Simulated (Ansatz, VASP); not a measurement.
# InP: VASP beside Ansatz

```
In P
1.0
     3.41340    0.00000    0.00000
     0.00000    3.41340    0.00000
     0.00000    0.00000    3.41340
In P
1 1
Direct
  0.00000 0.00000 0.00000
  0.50000 0.50000 0.50000
```

Alike in both runs: task single point; functional PBEsol; k mesh 4 × 4 × 4; occupations fermi-dirac, width 0.02 eV; no spin polarisation.

```csv
,VASP,Ansatz
version,VASP 6.6.1,Ansatz 0.2.0
potentials or method,"VASP PAW PBE potentials, release 64 (In_d, P)",plane waves
plane-wave cutoff (eV),500,420
valence electrons in the cell,18,18
```

```tsv
	VASP	Ansatz	Ansatz less VASP
pressure (GPa)	-2.0	-2.0	-0.01
```

VASP's potentials were made for PBE, not for PBEsol.

The k mesh is coarse, so the values compare programs but aren't converged.
